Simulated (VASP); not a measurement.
# MgS (Fm-3m) in VASP: notebook, part 2 of 2

VASP 6.6.1. Earlier steps stand in the parts before.

## 4. Single point, PBE (volume scaled by 1.03)

File INCAR:

```
SYSTEM = MgS
PREC = Accurate
ENCUT = 520
EDIFF = 1E-7
ISMEAR = 0
SIGMA = 0.02
LREAL = .FALSE.
LASPH = .TRUE.
NELM = 80
ALGO = Normal
ISIF = 2
LWAVE = .FALSE.
LCHARG = .TRUE.
GGA = PE
LELF = .TRUE.
LVHAR = .TRUE.
NBANDS = 11
```

File KPOINTS:

```
Automatic mesh
0
G
  8 8 8
  0 0 0
```

File POSCAR:

```
MgS
1.0
    0.0000000000      2.6409571171      2.6409571171
    2.6409571171      0.0000000000      2.6409571171
    2.6409571171      2.6409571171      0.0000000000
Mg S
1 1
Direct
    0.5000000000      0.5000000000      0.5000000000
    0.0000000000      0.0000000000      0.0000000000
```

Potentials or basis: VASP PAW PBE potentials, release 64 (Mg, S).

Started as:

```console
$ cat potpaw_PBE.64/Mg/POTCAR potpaw_PBE.64/S/POTCAR > POTCAR
$ mpirun -np 1 vasp_std > vasp.out
```

OUTCAR:

```text
SYSTEM = MgS
   PREC = Accurate
   ENCUT = 520
   EDIFF = 1E-7
   ISMEAR = 0
   LREAL = .FALSE.
   LASPH = .TRUE.
   NELM = 80
   ISIF = 2
   GGA = PE

 ion  position               nearest neighbor table
   1  0.500  0.500  0.500-   2 2.64   2 2.64   2 2.64   2 2.64   2 2.64   2 2.64
   2  0.000  0.000  0.000-   1 2.64   1 2.64   1 2.64   1 2.64   1 2.64   1 2.64

  LATTYP: Found a face centered cubic cell.
 ALAT       =     5.2819142342

  Lattice vectors:

 A1 = (   0.0000000000,   2.6409571171,   2.6409571171)
 A2 = (   2.6409571171,   0.0000000000,   2.6409571171)
 A3 = (   2.6409571171,   2.6409571171,   0.0000000000)
[... 513 lines left out ...]
      8      12.5298      0.00000
      9      15.4007      0.00000
     10      16.2556      0.00000
     11      18.6202      0.00000

 [... further k-points ...]
[... 5 lines left out ...]
  --------------------------------------------------------------------------------------
  -------------------------------------------------------------------------------------
  Total       -0.5407856     -0.5407856     -0.5407856      0.0000000      0.0000000      0.0000000
  in kB      -23.5191535    -23.5191535    -23.5191535      0.0000000      0.0000000      0.0000000
  external PRESSURE =     -23.5191535 kB  Pullay stress =       0.0000000 kB

 VOLUME and BASIS-vectors are now :
 -----------------------------------------------------------------------------
  energy-cutoff  :      520.00
  volume of cell :       36.84
      direct lattice vectors                 reciprocal lattice vectors
     0.000000000  2.640957117  2.640957117    -0.189325301  0.189325301  0.189325301
     2.640957117  0.000000000  2.640957117     0.189325301 -0.189325301  0.189325301
     2.640957117  2.640957117  0.000000000     0.189325301  0.189325301 -0.189325301

 POSITION                                       TOTAL-FORCE (eV/Angst)
 -----------------------------------------------------------------------------------
      2.64096      2.64096      2.64096         0.000000     -0.000000      0.000000
      0.00000      0.00000      0.00000        -0.000000      0.000000     -0.000000
 -----------------------------------------------------------------------------------
    total drift:                               -0.000000      0.000000      0.000000

  FREE ENERGIE OF THE ION-ELECTRON SYSTEM (eV)
  ---------------------------------------------------
  free  energy   TOTEN  =        -8.4940669535 eV

  energy  without entropy=       -8.4940669535  energy(sigma->0) =       -8.49406695
```

OSZICAR:

```text
N       E                     dE             d eps       ncg     rms          rms(c)
DAV:   1     0.136631426556E+02    0.13663E+02   -0.30887E+03   638   0.560E+02
DAV:   2    -0.787280843331E+01   -0.21536E+02   -0.20623E+02   883   0.918E+01
DAV:   3    -0.891398686100E+01   -0.10412E+01   -0.10389E+01   786   0.183E+01
DAV:   4    -0.891945125668E+01   -0.54644E-02   -0.54639E-02   762   0.167E+00
DAV:   5    -0.891949223537E+01   -0.40979E-04   -0.40978E-04   762   0.142E-01    0.423E+00
DAV:   6    -0.853547763650E+01    0.38401E+00   -0.85842E-01   712   0.357E+00    0.328E+00
DAV:   7    -0.849469769081E+01    0.40780E-01   -0.22015E-01   760   0.200E+00    0.221E+00
DAV:   8    -0.849443419733E+01    0.26349E-03   -0.16626E-02   698   0.776E-01    0.101E+00
DAV:   9    -0.849405652685E+01    0.37767E-03   -0.98546E-04   731   0.176E-01    0.366E-01
DAV:  10    -0.849407008210E+01   -0.13555E-04   -0.27760E-04   727   0.758E-02    0.428E-02
DAV:  11    -0.849406717629E+01    0.29058E-05   -0.20163E-05   749   0.198E-02    0.231E-02
DAV:  12    -0.849406702174E+01    0.15455E-06   -0.83951E-07   779   0.546E-03    0.362E-03
DAV:  13    -0.849406695352E+01    0.68219E-07   -0.28582E-08   436   0.784E-04
   1 F= -.84940670E+01 E0= -.84940670E+01  d E =-.168200E-31
```

Wall time 11 s (1 thread of Intel Xeon Platinum 8488C (Sapphire Rapids), shared host); peak memory 0.16 GiB.

What came out:

| Quantity | Value |
| --- | --- |
| Free energy | -8.4941 eV |
| Pressure | -2.4 GPa |
| Band gap on the k mesh | 2.68 eV, indirect (least direct gap 3.36 eV) |

Levels at points of the mesh, in eV from the valence-band top:
```csv
k point,band 2,band 3,band 4,band 5,band 6,band 7
"(0.00, 0.00, 0.00)",0.00,0.00,0.00,3.36,7.98,7.98
"(0.50, 0.00, 0.00)",-4.60,-0.54,-0.54,4.48,6.85,6.85
"(0.50, 0.50, 0.00)",-3.96,-1.58,-1.58,2.68,4.53,11.57
```

## 5. Single point, PBE (volume scaled by 1.06)

File INCAR:

```
SYSTEM = MgS
ALGO = Normal
EDIFF = 1E-6
ENCUT = 520
GGA = PE
ISIF = 2
ISMEAR = 0
LASPH = .True.
LCHARG = .False.
LREAL = .False.
LWAVE = .False.
NBANDS = 11
NELM = 100
PREC = Accurate
SIGMA = 0.02
```

File KPOINTS:

```
k-points
0
Gamma
  8 8 8
  0 0 0
```

File POSCAR:

```
MgS
1.0
    0.0000000000      2.6663524935      2.6663524935
    2.6663524935      0.0000000000      2.6663524935
    2.6663524935      2.6663524935      0.0000000000
Mg S
1 1
Direct
    0.5000000000      0.5000000000      0.5000000000
    0.0000000000      0.0000000000      0.0000000000
```

Potentials or basis: VASP PAW PBE potentials, release 64 (Mg, S).

Started as:

```console
$ cat potpaw_PBE.64/Mg/POTCAR potpaw_PBE.64/S/POTCAR > POTCAR
$ mpirun -np 1 vasp_std > vasp.out
```

OUTCAR:

```text
SYSTEM = MgS
   EDIFF = 1E-6
   ENCUT = 520
   GGA = PE
   ISIF = 2
   ISMEAR = 0
   LASPH = .True.
   LREAL = .False.
   NELM = 100
   PREC = Accurate

 ion  position               nearest neighbor table
   1  0.500  0.500  0.500-   2 2.67   2 2.67   2 2.67   2 2.67   2 2.67   2 2.67
   2  0.000  0.000  0.000-   1 2.67   1 2.67   1 2.67   1 2.67   1 2.67   1 2.67

  LATTYP: Found a face centered cubic cell.
 ALAT       =     5.3327049870

  Lattice vectors:

 A1 = (   0.0000000000,   2.6663524935,   2.6663524935)
 A2 = (   2.6663524935,   0.0000000000,   2.6663524935)
 A3 = (   2.6663524935,   2.6663524935,   0.0000000000)

Analysis of symmetry for initial positions (statically):
=====================================================================
 Subroutine PRICEL returns:
 Original cell was already a primitive cell.

 Routine SETGRP: Setting up the symmetry group for a
 face centered cubic supercell.

 Subroutine GETGRP returns: Found 48 space group operations
 (whereof 48 operations were pure point group operations)
 out of a pool of 48 trial point group operations.

The static configuration has the point symmetry O_h .

Analysis of symmetry for dynamics (positions and initial velocities):
=====================================================================
 Subroutine PRICEL returns:
 Original cell was already a primitive cell.

 Routine SETGRP: Setting up the symmetry group for a
 face centered cubic supercell.

 Subroutine GETGRP returns: Found 48 space group operations
 (whereof 48 operations were pure point group operations)
 out of a pool of 48 trial point group operations.

The dynamic configuration has the point symmetry O_h .

 Subroutine INISYM returns: Found 48 space group operations
 (whereof 48 operations are pure point group operations),
 and found     1 'primitive' translations

----------------------------------------------------------------------------------------

[... 114 lines left out ...]
  Fermi-wavevector in a.u.,A,eV,Ry     =   0.974639  1.841801 12.924471  0.949922
  Thomas-Fermi vector in A             =   2.105115
   LORBIT       =      0    0 simple, 1 ext, 2 COOP (PROOUT), +10 PAW based schemes
   GGA     = PE    functional components
   LHFCALC =     F    Hartree Fock is set to
   AEXX    =    0.0000 exact exchange contribution
   IVDW    =     0    specifies the selected vdW correction
   LEPSILON=     F    determine dielectric tensor
   LRPA    =     F    only Hartree local field effects (RPA)
 non-spin polarized calculation
 Gauss-broadening in eV      SIGMA  =   0.02
  energy-cutoff  :      520.00
  volume of cell :       37.91
 maximum number of plane-waves:      1036
   NGX = 13   NGY = 13   NGZ = 13

 number of electron       8.0000001 magnetization

 Free energy of the ion-electron system (eV)
  ---------------------------------------------------
  ext. energy  EPLUGINS =         0.00000000
  ---------------------------------------------------
  free energy    TOTEN  =        -8.47251565 eV

  energy without entropy =       -8.47251565  energy(sigma->0) =       -8.47251565

 E-fermi :   3.2433     XC(G=0):  -9.3881

 val. band max:        3.0946434204   @ k =   0.0000   0.0000   0.0000
 cond. band min:       5.7059694739   @ k =   0.5000   0.5000   0.0000
 fundamental gap:      2.6113260534
 Fermi energy:         3.2432973095

 k-point     1 :       0.0000    0.0000    0.0000
  band No.  band energies     occupation
      1      -9.1750      2.00000
      2       3.0946      2.00000
      3       3.0946      2.00000
      4       3.0946      2.00000
      5       6.2496      0.00000
      6      11.0831      0.00000
      7      11.0831      0.00000
      8      11.0831      0.00000
      9      13.3538      0.00000
     10      13.3538      0.00000
     11      15.4505      0.00000
[... 309 lines left out ...]
 k-point    24 :      -0.3750    0.2500    0.1250
  band No.  band energies     occupation
      1      -7.8816      2.00000
      2      -0.8617      2.00000
      3       1.1705      2.00000
      4       2.0716      2.00000
      5       8.4684      0.00000
      6       9.0406      0.00000
      7      11.2722      0.00000
      8      12.1446      0.00000
      9      15.0332      0.00000
     10      15.7866      0.00000
     11      18.2065      0.00000

 [... further k-points ...]
[... 5 lines left out ...]
  --------------------------------------------------------------------------------------
  -------------------------------------------------------------------------------------
  Total       -0.9722532     -0.9722532     -0.9722532      0.0000000      0.0000000     -0.0000000
  in kB      -41.0872712    -41.0872712    -41.0872712      0.0000000      0.0000000     -0.0000000
  external PRESSURE =     -41.0872712 kB  Pullay stress =       0.0000000 kB

 VOLUME and BASIS-vectors are now :
 -----------------------------------------------------------------------------
  energy-cutoff  :      520.00
  volume of cell :       37.91
      direct lattice vectors                 reciprocal lattice vectors
     0.000000000  2.666352493  2.666352493    -0.187522093  0.187522093  0.187522093
     2.666352493  0.000000000  2.666352493     0.187522093 -0.187522093  0.187522093
     2.666352493  2.666352493  0.000000000     0.187522093  0.187522093 -0.187522093

 POSITION                                       TOTAL-FORCE (eV/Angst)
 -----------------------------------------------------------------------------------
      2.66635      2.66635      2.66635        -0.000000     -0.000000      0.000000
      0.00000      0.00000      0.00000         0.000000      0.000000     -0.000000
 -----------------------------------------------------------------------------------
    total drift:                               -0.000000      0.000000      0.000000

  FREE ENERGIE OF THE ION-ELECTRON SYSTEM (eV)
  ---------------------------------------------------
  free  energy   TOTEN  =        -8.4725156546 eV

  energy  without entropy=       -8.4725156546  energy(sigma->0) =       -8.47251565
```

OSZICAR:

```text
N       E                     dE             d eps       ncg     rms          rms(c)
DAV:   1     0.164389536587E+02    0.16439E+02   -0.31188E+03   638   0.566E+02
DAV:   2    -0.757258564268E+01   -0.24012E+02   -0.22339E+02   844   0.915E+01
DAV:   3    -0.890491819638E+01   -0.13323E+01   -0.13297E+01   778   0.202E+01
DAV:   4    -0.891232463638E+01   -0.74064E-02   -0.74057E-02   773   0.188E+00
DAV:   5    -0.891238124923E+01   -0.56613E-04   -0.56612E-04   776   0.169E-01    0.412E+00
DAV:   6    -0.851479302382E+01    0.39759E+00   -0.90836E-01   733   0.363E+00    0.318E+00
DAV:   7    -0.847348708511E+01    0.41306E-01   -0.22278E-01   771   0.199E+00    0.217E+00
DAV:   8    -0.847294247923E+01    0.54461E-03   -0.17903E-02   689   0.801E-01    0.102E+00
DAV:   9    -0.847250771898E+01    0.43476E-03   -0.11022E-03   743   0.183E-01    0.379E-01
DAV:  10    -0.847251821187E+01   -0.10493E-04   -0.31308E-04   749   0.798E-02    0.408E-02
DAV:  11    -0.847251586360E+01    0.23483E-05   -0.18831E-05   758   0.194E-02    0.251E-02
DAV:  12    -0.847251565457E+01    0.20903E-06   -0.94008E-07   550   0.568E-03
   1 F= -.84725157E+01 E0= -.84725157E+01  d E =-.672491E-28
```

stdout:

```text
POSCAR found type information on POSCAR MgS
 POSCAR found :  2 types and       2 ions
 scaLAPACK will be used
 LDA part: xc-table for (Slater+PW92), standard interpolation
 POSCAR, INCAR and KPOINTS ok, starting setup
 FFT: planning ... GRIDC
 FFT: planning ... GRID_SOFT
 FFT: planning ... GRID
 WAVECAR not read
 entering main loop
```

It took 9.1 s on 1 thread of Intel Xeon Platinum 8488C (Sapphire Rapids), shared host; peak memory 0.15 GiB.

What came out:

```
Free energy            : -8.4725 eV
Pressure               : -4.1 GPa
Band gap on the k mesh : 2.61 eV, indirect (least direct gap 3.15 eV)
```

Levels at points of the mesh, in eV from the valence-band top:
| k point | band 2 | band 3 | band 4 | band 5 | band 6 | band 7 |
| --- | --- | --- | --- | --- | --- | --- |
| (0.00, 0.00, 0.00) | 0.00 | 0.00 | 0.00 | 3.16 | 7.99 | 7.99 |
| (0.50, 0.00, 0.00) | -4.45 | -0.51 | -0.51 | 4.44 | 6.81 | 6.81 |
| (0.50, 0.50, 0.00) | -3.82 | -1.52 | -1.52 | 2.61 | 4.60 | 11.29 |

 A k mesh can miss the band edges.

## 6. Single point, PBE (volume scaled by 1.10)

File INCAR:

```
SYSTEM = MgS
  ALGO = Normal
  EDIFF = 1E-6
  ENCUT = 520
  GGA = PE
  ISIF = 2
  ISMEAR = 0
  LASPH = .True.
  LCHARG = .True.
  LELF = .True.
  LREAL = .False.
  LVHAR = .True.
  LWAVE = .False.
  NBANDS = 11
  NELM = 100
  PREC = Accurate
  SIGMA = 0.02
```

KPOINTS is that of step 5.

File POSCAR:

```
MgS
1.0
    0.0000000000      2.6994782718      2.6994782718
    2.6994782718      0.0000000000      2.6994782718
    2.6994782718      2.6994782718      0.0000000000
Mg S
1 1
Direct
    0.5000000000      0.5000000000      0.5000000000
    0.0000000000      0.0000000000      0.0000000000
```

Potentials or basis: VASP PAW PBE potentials, release 64 (Mg, S).

Started as:

```console
$ cat potpaw_PBE.64/Mg/POTCAR potpaw_PBE.64/S/POTCAR > POTCAR
$ mpirun -np 1 vasp_std > vasp.out
```

It took 9.6 s on 1 thread of Intel Xeon Platinum 8488C (Sapphire Rapids), shared host; peak memory 0.16 GiB.

Results (log left out):

```yaml
Free_energy: -8.4271 eV
Pressure: -6.1 GPa
Band_gap_on_the_k_mesh: 2.53 eV, indirect (least direct gap 2.90 eV)
```

Levels at points of the mesh, in eV from the valence-band top:
| k point | band 1 | band 2 | band 3 | band 4 | band 5 | band 6 | band 7 | band 8 | band 9 |
| --- | --- | --- | --- | --- | --- | --- | --- | --- | --- |
| (0.00, 0.00, 0.00) | -12.09 | 0.00 | 0.00 | 0.00 | 2.90 | 8.00 | 8.00 | 8.00 | 10.21 |
| (0.50, 0.00, 0.00) | -11.04 | -4.28 | -0.47 | -0.47 | 4.38 | 6.76 | 6.76 | 8.92 | 11.57 |
| (0.50, 0.50, 0.00) | -10.75 | -3.65 | -1.45 | -1.45 | 2.53 | 4.69 | 10.95 | 12.26 | 12.26 |

## 7. The runs side by side

```tsv
cell	gap on the mesh (eV)	pressure (GPa)
a = 3.698 Å, angles 60.0°, 2 atoms	2.74	-0.3
a = 3.661 Å, angles 60.0°, 2 atoms	2.81	2.1
a = 3.735 Å, angles 60.0°, 2 atoms	2.68	-2.4
a = 3.771 Å, angles 60.0°, 2 atoms	2.61	-4.1
a = 3.818 Å, angles 60.0°, 2 atoms	2.53	-6.1
```

Alike in all rows: task single point; level PBE; potentials or basis VASP PAW PBE potentials, release 64 (Mg, S); no spin polarisation; k mesh 8 × 8 × 8; cutoff (eV) 520; smearing gaussian 0.02 eV.

Absolute energies hang on the potentials; compare differences alone.
